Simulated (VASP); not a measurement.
# BIr12 in VASP: notebook

The runs below take BIr12 through single point, with PBE.

Program: VASP 6.6.1. These are calculated values, not measurements. Logs are shortened: lines on timing, memory, paths and dates and some standing lists are left out, and cuts for length are marked.

**1. The cell of the first run**

The cell holds a slab with vacuum, 13 atoms: a = 5.431 Å, b = 5.431 Å, c = 15.434 Å, α = 90.00°, β = 90.00°, γ = 60.00°.

**2. Single point, PBE**

Contents of INCAR:

```
SYSTEM = BIr12
PREC     = Accurate       ! precision mode
ENCUT    = 420            ! plane-wave cutoff, eV
EDIFF    = 1E-6           ! SCF threshold, eV
ISMEAR   = 0              ! smearing method
SIGMA    = 0.05           ! smearing width, eV
LREAL    = .False.        ! projectors in reciprocal space
LASPH    = .True.         ! aspherical terms in the spheres
NELM     = 120            ! most SCF steps
ALGO     = Normal         ! electronic algorithm
ISIF     = 2              ! what is computed and relaxed
LWAVE    = .False.        ! write WAVECAR
LCHARG   = .True.         ! write CHGCAR
GGA      = PE             ! functional
LELF     = .True.         ! ELF
LVHAR    = .True.       
NBANDS   = 116            ! bands
GGA_COMPAT= .False.      
NELMDL   = -8
```

Contents of KPOINTS:

```
Automatic mesh
0
Gamma
  4 4 1
  0 0 0
```

Contents of POSCAR:

```
BIr12
1.0
    5.4305800000      0.0000000000      0.0000000000
    2.7152900000      4.7030200000      0.0000000000
    0.0000000000      0.0000000000     15.4340500000
Ir B
12 1
Direct
    0.1666666312      0.1666667375      0.0647918077
    0.6666666312      0.1666667375      0.0647918077
    0.1666666312      0.6666667375      0.0647918077
    0.6666666312      0.6666667375      0.0647918077
   -0.1668428323      0.3323900387      0.2086885166
    0.3284257633      0.3357595758      0.2072112634
   -0.1667876851      0.8344091669      0.2087578439
    0.3353178254      0.8323470876      0.2039007260
    0.0141035498     -0.0070797062      0.3482869370
    0.5131151179      0.0043812274      0.3562843194
    0.0053819080      0.4973215083      0.3510552318
    0.5131011888      0.4824961408      0.3563200197
    0.5433073353      0.7282603519      0.4424937719
```

Potentials or basis: VASP PAW PBE potentials, release 64 (Ir_sv_GW, B).

Command:

```console
cat potpaw_PBE.64/Ir_sv_GW/POTCAR potpaw_PBE.64/B/POTCAR > POTCAR
mpirun -np 1 vasp_std > vasp.out
```

OUTCAR:

```text
SYSTEM = BIr12
   PREC = Accurate
   ENCUT = 420
   EDIFF = 1E-6
   ISMEAR = 0
   LREAL = .False.
   LASPH = .True.
   NELM = 120
   ISIF = 2
   GGA = PE
   NELMDL = -8

 ion  position               nearest neighbor table
   1  0.167  0.167  0.065-   8 2.66   6 2.69   3 2.72   3 2.72   4 2.72   4 2.72   2 2.72   2 2.72
                             5 2.72
   2  0.667  0.167  0.065-   6 2.71   4 2.72   3 2.72   4 2.72   3 2.72   1 2.72   1 2.72   5 2.72
                             7 2.72
   3  0.167  0.667  0.065-   8 2.66   6 2.69   1 2.72   1 2.72   2 2.72   2 2.72   4 2.72   4 2.72
                             7 2.72
   4  0.667  0.667  0.065-   8 2.65   2 2.72   1 2.72   2 2.72   1 2.72   3 2.72   3 2.72   5 2.72
                             7 2.72
   5  0.833  0.332  0.209-   9 2.68   6 2.70   7 2.70  11 2.71   8 2.71   2 2.72   1 2.72   4 2.72
                             8 2.72   7 2.73  12 2.73   6 2.73
   6  0.328  0.336  0.207-  11 2.69   1 2.69   3 2.69   7 2.70   5 2.70   2 2.71   8 2.72   8 2.72
                             5 2.73   7 2.73  10 2.78  12 2.78
   7  0.833  0.834  0.209-   9 2.68   6 2.70   5 2.70  11 2.71   8 2.71   2 2.72   3 2.72   4 2.72
                             8 2.72   5 2.73  10 2.73   6 2.73
   8  0.335  0.832  0.204-   4 2.65   1 2.66   3 2.66   9 2.69   5 2.71   7 2.71   6 2.72   6 2.72
                             7 2.72   5 2.72  10 2.87  12 2.87
   9  0.014  0.993  0.348-   7 2.68   5 2.68   8 2.69  10 2.69  12 2.69  11 2.72  11 2.72  12 2.74
                            10 2.74
  10  0.513  0.004  0.356-  13 1.95  12 2.60   9 2.69  11 2.72  11 2.72   7 2.73   9 2.74   6 2.78
                            12 2.83   8 2.87
  11  0.005  0.497  0.351-  13 2.59   6 2.69   7 2.71   5 2.71  10 2.72   9 2.72  12 2.72   9 2.72
                            12 2.72  10 2.72
  12  0.513  0.482  0.356-  13 1.95  10 2.60   9 2.69  11 2.72  11 2.72   5 2.73   9 2.74   6 2.78
                            10 2.83   8 2.87
  13  0.543  0.728  0.442-  12 1.95  10 1.95  11 2.59

  LATTYP: Found a hexagonal cell.
 ALAT       =     5.4305797945
 C/A-ratio  =     2.8420630180

  Lattice vectors:

 A1 = (  -2.7152900000,  -4.7030200000,   0.0000000000)
 A2 = (   5.4305800000,   0.0000000000,   0.0000000000)
 A3 = (   0.0000000000,   0.0000000000,  15.4340500000)

Analysis of symmetry for initial positions (statically):
=====================================================================
 Subroutine PRICEL returns:
 Original cell was already a primitive cell.

 Routine SETGRP: Setting up the symmetry group for a
 hexagonal supercell.

 Subroutine GETGRP returns: Found  1 space group operations
 (whereof  1 operations were pure point group operations)
 out of a pool of 24 trial point group operations.

The static configuration has the point symmetry C_1 .

Analysis of symmetry for dynamics (positions and initial velocities):
=====================================================================
 Subroutine PRICEL returns:
 Original cell was already a primitive cell.

 Routine SETGRP: Setting up the symmetry group for a
 hexagonal supercell.

 Subroutine GETGRP returns: Found  1 space group operations
 (whereof  1 operations were pure point group operations)
 out of a pool of 24 trial point group operations.

The dynamic configuration has the point symmetry C_1 .

 Subroutine INISYM returns: Found  1 space group operations
 (whereof  1 operations are pure point group operations),
 and found     1 'primitive' translations

----------------------------------------------------------------------------------------

                                     Primitive cell

  volume of cell :     394.1876

  direct lattice vectors                    reciprocal lattice vectors
     5.430580000  0.000000000  0.000000000     0.184142394 -0.106314666  0.000000000
     2.715290000  4.703020000  0.000000000     0.000000000  0.212629332  0.000000000
     0.000000000  0.000000000 15.434050000     0.000000000  0.000000000  0.064791808

  length of vectors
     5.430580000  5.430579795 15.434050000     0.212629324  0.212629332  0.064791808

  position of ions in fractional coordinates (direct lattice)
     0.166666631  0.166666738  0.064791808
     0.666666631  0.166666738  0.064791808
     0.166666631  0.666666738  0.064791808
     0.666666631  0.666666738  0.064791808
     0.833157168  0.332390039  0.208688517
     0.328425763  0.335759576  0.207211263
     0.833212315  0.834409167  0.208757844
     0.335317825  0.832347088  0.203900726
     0.014103550  0.992920294  0.348286937
     0.513115118  0.004381227  0.356284319
     0.005381908  0.497321508  0.351055232
[... 38 lines left out ...]
     0.000000000  0.000000000  0.000000000

 Subroutine IBZKPT returns following result:
 ===========================================

 Found     10 irreducible k-points:

 Following reciprocal coordinates:
            Coordinates               Weight
  0.000000  0.000000  0.000000      1.000000
  0.250000  0.000000  0.000000      2.000000
  0.250000  0.250000  0.000000      2.000000
  0.000000  0.250000  0.000000      2.000000
  0.500000  0.000000  0.000000      1.000000
  0.500000  0.500000  0.000000      1.000000
  0.000000  0.500000  0.000000      1.000000
  0.500000  0.250000  0.000000      2.000000
  0.250000  0.500000  0.000000      2.000000
 -0.250000  0.250000  0.000000      2.000000
   k-points           NKPTS =     10   k-points in BZ     NKDIM =     10   number of bands    NBANDS=    116
   number of dos      NEDOS =    301   number of ions     NIONS =     13
   total plane-waves  NPLWV = 139968
   dimension x,y,z NGX =    36 NGY =   36 NGZ =  108
   dimension x,y,z NGXF=    72 NGYF=   72 NGZF=  216
   ions per type =              12   1
   NGX,Y,Z   is equivalent  to a cutoff of  11.02, 11.02, 11.63 a.u.
   NGXF,Y,Z  is equivalent  to a cutoff of  22.04, 22.04, 23.27 a.u.
 SYSTEM =  BIr12
   PREC   = accura    normal or accurate (medium, high low for compatibility)
   ISTART =      0    job   : 0-new  1-cont  2-samecut
   ICHARG =      2    charge: 1-file 2-atom 10-const
   ISPIN  =      1    spin polarized calculation?
   LNONCOLLINEAR =      F non collinear calculations
   LSORBIT =      F    spin-orbit coupling
   LASPH  =      T    aspherical Exc in radial PAW
   ENCUT  =  420.0 eV  30.87 Ry    5.56 a.u.   9.07  9.07 25.79*2*pi/ulx,y,z
   NELM   =    120;   NELMIN=  2; NELMDL= -8     # of ELM steps
   EDIFF  = 0.1E-05   stopping-criterion for ELM
   LREAL  =      F    real-space projection
   EDIFFG = 0.1E-04   stopping-criterion for IOM
   NSW    =      0    number of steps for IOM
   IBRION =     -1    ionic relax: 0-MD 1-quasi-New 2-CG
   NFREE  =      0    steps in history (QN), initial steepest desc. (CG)
   ISIF   =      2    stress and relaxation
   ISYM   =      2    0-nonsym 1-usesym 2-fastsym
   POTIM  = 0.5000    time-step for ionic-motion
   TEBEG  =    0.0;   TEEND  =   0.0 temperature during run
   PSTRESS=    0.0 pullay stress
   NELECT =     207.0000    total number of electrons
   NUPDOWN=      -1.0000    fix difference up-down
   EMIN   =  10.00;   EMAX   =-10.00  energy-range for DOS
   EFERMI =   0.00;   METHOD = LEGACY
   ISMEAR =     0;   SIGMA  =   0.05  broadening in eV -4-tet -1-fermi 0-gaus
   EFERMI_NEDOS =   21; number of points for ismear=-14 and -15
   IALGO  =     38    algorithm
   IMIX   =      4    mixing-type and parameters
     AMIX     =   0.40;   BMIX     =  1.00
     AMIX_MAG =   1.60;   BMIX_MAG =  1.00
  volume/ion in A,a.u.               =      30.32       204.62
  Fermi-wavevector in a.u.,A,eV,Ry     =   1.320780  2.495913 23.734833  1.744461
  Thomas-Fermi vector in A             =   2.450582
   LORBIT       =      0    0 simple, 1 ext, 2 COOP (PROOUT), +10 PAW based schemes
   GGA     = PE    functional components
   LHFCALC =     F    Hartree Fock is set to
   AEXX    =    0.0000 exact exchange contribution
   IVDW    =     0    specifies the selected vdW correction
   LEPSILON=     F    determine dielectric tensor
   LRPA    =     F    only Hartree local field effects (RPA)
 non-spin polarized calculation
 Gauss-broadening in eV      SIGMA  =   0.05
  energy-cutoff  :      420.00
  volume of cell :      394.19
 maximum number of plane-waves:      7734
   NGX = 19   NGY = 19   NGZ = 51

 number of electron     206.9999999 magnetization

 Free energy of the ion-electron system (eV)
  ---------------------------------------------------
  ext. energy  EPLUGINS =         0.00000000
  ---------------------------------------------------
  free energy    TOTEN  =      -111.67138145 eV

  energy without entropy =     -111.64851795  energy(sigma->0) =     -111.65994970

 E-fermi :   2.6615     XC(G=0):  -7.7538

 val. band max:        2.6464402904   @ k =   0.2500   0.5000   0.0000
 cond. band min:       2.6648355802   @ k =   0.0000   0.0000   0.0000
 fundamental gap:      0.0183952897
 Fermi energy:         2.6615499462

 k-point     1 :       0.0000    0.0000    0.0000
  band No.  band energies     occupation
      1     -90.2815      2.00000
      2     -90.2538      2.00000
      3     -90.2113      2.00000
      4     -90.0799      2.00000
      5     -89.9423      2.00000
      6     -89.9135      2.00000
[... 1169 lines left out ...]
    114       3.5035      0.00000
    115       3.7522      0.00000
 [bands above 115 left out]

------------------------ aborting loop because EDIFF is reached ----------------------------------------

  FORCE on cell =-STRESS in cart. coord.  units (eV):
  Direction    XX          YY          ZZ          XY          YZ          ZX
  --------------------------------------------------------------------------------------
  -------------------------------------------------------------------------------------
  Total       -8.4423434     -6.5917935     -2.3138559      1.6008242     -0.0030681      0.0300473
  in kB      -34.3139450    -26.7923763     -9.4046782      6.5065577     -0.0124702      0.1221274
  external PRESSURE =     -23.5036665 kB  Pullay stress =       0.0000000 kB

 VOLUME and BASIS-vectors are now :
 -----------------------------------------------------------------------------
  energy-cutoff  :      420.00
  volume of cell :      394.19
      direct lattice vectors                 reciprocal lattice vectors
     5.430580000  0.000000000  0.000000000     0.184142394 -0.106314666  0.000000000
     2.715290000  4.703020000  0.000000000     0.000000000  0.212629332  0.000000000
     0.000000000  0.000000000 15.434050000     0.000000000  0.000000000  0.064791808

 POSITION                                       TOTAL-FORCE (eV/Angst)
 -----------------------------------------------------------------------------------
      1.35764      0.78384      1.00000         0.025664     -0.071149     -0.150928
      4.07293      0.78384      1.00000        -0.055014      0.029957     -0.000315
      2.71529      3.13535      1.00000         0.073055      0.013638     -0.149904
      5.43058      3.13535      1.00000        -0.050477      0.030987      0.249226
      5.42706      1.56324      3.22091        -0.000855      0.004956      0.001120
      2.69523      1.57908      3.19811         0.013375     -0.005615      0.018933
      6.79049      3.92424      3.22198        -0.006780     -0.001146     -0.010065
      4.08103      3.91454      3.14701        -0.001343     -0.000528      0.013666
      2.77266      4.66972      5.37548         0.004245      0.001106      0.015978
      2.79841      0.02061      5.49891        -0.001551      0.012630     -0.002607
      1.37960      2.33891      5.41820         0.008862     -0.008226      0.008547
      4.09655      2.26919      5.49946        -0.014257     -0.013043     -0.014291
      4.92791      3.42502      6.82947         0.005078      0.006431      0.020639
 -----------------------------------------------------------------------------------
    total drift:                                0.000063     -0.000057     -0.001016

  FREE ENERGIE OF THE ION-ELECTRON SYSTEM (eV)
  ---------------------------------------------------
  free  energy   TOTEN  =      -111.6713814465 eV

  energy  without entropy=     -111.6485179478  energy(sigma->0) =     -111.65994970
```

Wall time 21 min (1 thread of Intel Xeon Platinum 8375C at 2.90GHz (Ice Lake), shared host); peak memory 0.45 GiB.

Results:

```yaml
Free_energy: -111.6714 eV
Largest_force: 0.256 eV/Å
Band_gap_on_the_k_mesh: zero (an odd number of electrons rules out a gap without spin polarisation)
```

Forces in eV/Å, atoms in the order of the input:
```
Ir   0.026 -0.071 -0.151
Ir  -0.055  0.030  0.000
Ir   0.073  0.014 -0.150
Ir  -0.050  0.031  0.249
Ir  -0.001  0.005  0.001
Ir   0.013 -0.006  0.019
Ir  -0.007 -0.001 -0.010
Ir  -0.001 -0.001  0.014
Ir   0.004  0.001  0.016
Ir  -0.002  0.013 -0.003
Ir   0.009 -0.008  0.009
Ir  -0.014 -0.013 -0.014
B    0.005  0.006  0.021
```

Levels at points of the mesh, in eV from the Fermi level:
| k point | band 100 | band 101 | band 102 | band 103 | band 104 | band 105 | band 106 | band 107 | band 108 | band 109 |
| --- | --- | --- | --- | --- | --- | --- | --- | --- | --- | --- |
| (0.00, 0.00, 0.00) | 0.39 | 0.40 | 0.52 | 0.58 | 0.60 | 0.64 | 0.83 | 1.06 | 1.07 | 1.08 |
| (0.50, 0.00, 0.00) | -1.13 | -0.96 | -0.74 | -0.61 | -0.51 | -0.43 | -0.27 | 0.09 | 0.32 | 0.54 |
| (0.50, 0.50, 0.00) | -1.02 | -0.97 | -0.89 | -0.66 | -0.49 | -0.40 | -0.35 | 0.02 | 0.25 | 0.58 |
| (0.00, 0.50, 0.00) | -1.02 | -0.97 | -0.89 | -0.66 | -0.49 | -0.40 | -0.35 | 0.02 | 0.25 | 0.58 |

Caveat: there is no dipole correction, which matters where the two faces differ; spin-orbit coupling is left out, which moves the levels of the heavy elements.

**3. Single point, PBE**

Contents of INCAR:

```
SYSTEM = BIr12
  PREC = Accurate
  ENCUT = 520
  EDIFF = 1E-6
  ISMEAR = 0
  SIGMA = 0.05
  LREAL = .FALSE.
  LASPH = .TRUE.
  NELM = 60
  ALGO = Normal
  ISIF = 2
  LWAVE = .FALSE.
  LCHARG = .TRUE.
  GGA = PE
  LELF = .TRUE.
  LVHAR = .TRUE.
  NBANDS = 68
```

Contents of KPOINTS:

```
Automatic mesh
0
G
  4 4 1
  0 0 0
```

Contents of POSCAR:

```
BIr12
1.0
    5.4305800000      0.0000000000      0.0000000000
    2.7152900000      4.7030200000      0.0000000000
    0.0000000000      0.0000000000     15.4340500000
Ir B
12 1
Direct
    0.1666666312      0.1666667375      0.0647918077
    0.6666666312      0.1666667375      0.0647918077
    0.1666666312      0.6666667375      0.0647918077
    0.6666666312      0.6666667375      0.0647918077
   -0.1686551537      0.3337272646      0.2082152773
    0.3275268585      0.3362367160      0.2063781056
   -0.1686553147      0.8349281951      0.2082151477
    0.3325375422      0.8337313046      0.2048511570
    0.0068166472     -0.0034082356      0.3473806940
    0.5026906070      0.0082795736      0.3557761573
   -0.0027337384      0.5013669940      0.3543375200
    0.5026906254      0.4890300275      0.3557760277
    0.6045563699      0.6977218893      0.4400380976
```

Potentials or basis: VASP PAW PBE potentials, release 64 (Ir, B).

Command:

```console
cat potpaw_PBE.64/Ir/POTCAR potpaw_PBE.64/B/POTCAR > POTCAR
mpirun -np 1 vasp_std > vasp.out
```

Run time: 8 min. Hardware: 1 thread of Intel Xeon Platinum 8488C (Sapphire Rapids), shared host; peak memory 0.52 GiB.

It converged, with:

| Quantity | Value |
| --- | --- |
| Free energy | -105.0813 eV |
| Largest force | 0.507 eV/Å |
| Band gap on the k mesh | zero (an odd number of electrons rules out a gap without spin polarisation) |

Forces on the atoms (eV/Å):
```
Ir  -0.069 -0.046 -0.187
Ir  -0.044  0.025 -0.043
Ir   0.006  0.083 -0.187
Ir  -0.015  0.009  0.320
Ir  -0.006  0.016 -0.016
Ir  -0.006  0.004 -0.002
Ir  -0.017 -0.003 -0.016
Ir  -0.012  0.007  0.038
Ir  -0.054  0.031  0.018
Ir  -0.045  0.146 -0.069
Ir  -0.016  0.009  0.104
Ir  -0.149 -0.034 -0.069
B    0.428 -0.247  0.111
```

Levels at points of the mesh, in eV from the Fermi level:
| k point | band 54 | band 55 | band 56 | band 57 | band 58 | band 59 |
| --- | --- | --- | --- | --- | --- | --- |
| (0.00, 0.00, 0.00) | 0.53 | 0.55 | 0.56 | 0.67 | 0.84 | 1.03 |
| (0.50, 0.00, 0.00) | -0.72 | -0.65 | -0.54 | -0.46 | -0.29 | 0.08 |
| (0.50, 0.50, 0.00) | -0.83 | -0.63 | -0.50 | -0.43 | -0.31 | 0.06 |

Caveat: there is no dipole correction, which matters where the two faces differ; spin-orbit coupling is left out, which moves the levels of the heavy elements.

(Part 1 of 2 ends here.)

The gap in the log of VASP goes by the Fermi energy; the results here count the filled bands.